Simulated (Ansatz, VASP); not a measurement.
**One calculation of Se, two programs**

INCAR

```
SYSTEM = Se
PREC     = Accurate       ! precision mode
ENCUT    = 520            ! plane-wave cutoff, eV
EDIFF    = 1E-7           ! SCF threshold, eV
ISMEAR   = 0              ! smearing method
SIGMA    = 0.15           ! smearing width, eV
LREAL    = .False.        ! projectors in reciprocal space
LASPH    = .True.         ! aspherical terms in the spheres
NELM     = 60             ! most SCF steps
ALGO     = Normal         ! electronic algorithm
ISIF     = 2              ! what is computed and relaxed
LWAVE    = .False.        ! write WAVECAR
LCHARG   = .False.        ! write CHGCAR
NBANDS   = 13             ! bands
```

Contents of KPOINTS:

```
regular mesh
0
Gamma
  14 14 14
  0 0 0
```

The input POSCAR:

```
Se
1.0
    0.0000000000      3.1255665700      3.1255665700
    3.1255665700      0.0000000000      3.1255665700
    3.1255665700      3.1255665700      0.0000000000
Se
2
Direct
    0.5000000000      0.5000000000      0.5000000000
    0.7500000000      0.7500000000      0.7500000000
```

Input for Ansatz:

```yaml
crystal:
  lattice:
    - [0.0, 3.12556657, 3.12556657]
    - [3.12556657, 0.0, 3.12556657]
    - [3.12556657, 3.12556657, 0.0]
  atoms:
    - { symbol: Se, position: [0.5, 0.5, 0.5] }
    - { symbol: Se, position: [0.75, 0.75, 0.75] }
basis:
  ecutwfc: 420
kpoints:
  mp_grid: { grid: [14, 14, 14] }
hamiltonian:
  xc: lda
scf:
  occupations: { method: gaussian, width: 0.15 }
output:
  forces: true
  stress: true
  eigenvalues: true
```

Alike in both runs: task single point; functional LDA; k mesh 14 × 14 × 14; occupations gaussian, width 0.15 eV; no spin polarisation.

```csv
,VASP,Ansatz
version,VASP 6.6.1,Ansatz 0.2.0
potentials or method,"VASP PAW LDA potentials, release 64 (Se), cutoff 520 eV","scalar-relativistic, plane waves, PAW"
valence electrons in the cell,12,32
```

|  | VASP | Ansatz | Ansatz less VASP |
| --- | --- | --- | --- |
| gap on the k mesh at the Fermi level (eV) | none | none | - |
| pressure (GPa) | -1.6 | -1.7 | -0.09 |

LDA's correlation is that of Perdew and Zunger in VASP and of Perdew and Wang (1992) in Ansatz. A gap of «none» marks a metal or a gap that the smearing closes. VASP's potentials hold 12 valence electrons a cell and Ansatz's 32, so a difference there can come from the potentials and not from the codes.
